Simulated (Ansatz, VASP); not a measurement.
**SnSe2 in VASP and in Ansatz**

POSCAR

```
SnSe2
1.0
    3.8110000000      0.0000000000      0.0000000000
   -1.9055000000      3.3004228138      0.0000000000
    0.0000000000      0.0000000000      6.1360000000
Sn Se
1 2
Direct
    0.0000000000      0.0000000000      0.0000000000
    0.3333330000      0.6666670000      0.2490000000
    0.6666670000      0.3333330000      0.7510000000
```

File INCAR.step1:

```
PREC = Accurate ; ENCUT = 400
EDIFF = 1E-5 ; ISMEAR = 0
SIGMA = 0.02 ; LREAL = False
LASPH = True ; NELM = 120
ALGO = Normal ; ISIF = 2
LWAVE = True ; LCHARG = False
GGA = PE ; NBANDS = 20
GGA_COMPAT = False
```

File INCAR.step2:

```
PREC = Accurate ; ENCUT = 400
EDIFF = 1E-6 ; ISMEAR = 0
SIGMA = 0.02 ; LREAL = False
LASPH = True ; NELM = 120
ALGO = Normal ; ISIF = 2
LWAVE = False ; LCHARG = False
GGA = PE ; LHFCALC = True
AEXX = 0.35 ; HFSCREEN = 0.20786987370883472
PRECFOCK = Normal ; ISTART = 1
NBANDS = 20 ; GGA_COMPAT = False
```

The input KPOINTS:

```
Automatic mesh
0
Gamma
  6 6 2
```

Input for Ansatz:

```yaml
crystal:
  lattice:
    - [3.811, 0.0, 0.0]
    - [-1.905499999999999, 3.300422813822496, 0.0]
    - [0.0, 0.0, 6.136]
  atoms:
    - { symbol: Sn, position: [0.0, 0.0, 0.0] }
    - { symbol: Se, position: [0.333333, 0.666667, 0.24900000000000003] }
    - { symbol: Se, position: [0.666667, 0.333333, 0.751] }
basis:
  ecutwfc: 476.19925930478996
kpoints:
  mp_grid:
    grid: [6, 6, 2]
hamiltonian:
  xc:
    exchange: pbe
    correlation: pbe
    exx:
      coeff: 0.35
      omega: 0.20786987370883472
scf:
  occupations:
    method: gaussian
    width: 0.02
output:
  eigenvalues: true
```

Alike in both runs: task single point; functional PBE-based screened hybrid; k mesh 6 × 6 × 2; occupations gaussian, width 0.02 eV; no spin polarisation.

```csv
,VASP,Ansatz
version,VASP 6.6.1,Ansatz 0.2.0
potentials or method,"VASP PAW PBE potentials, release 64 (Sn_d, Se), cutoff 400 eV","plane waves, PAW"
valence electrons in the cell,26,46
```

```tsv
	VASP	Ansatz	Ansatz less VASP
gap on the k mesh at the Fermi level (eV)	1.91	1.90	-0.010
```

VASP's potentials were made for PBE, not for PBE-based screened hybrid. With one functional, cell and mesh, what is left measures potentials, basis and numerics. VASP's potentials hold 26 valence electrons a cell and Ansatz's 46, so a difference there can come from the potentials and not from the codes. Ansatz's warnings: structure snapped to symmetry.

The k mesh is coarse, so the values compare programs but aren't converged.
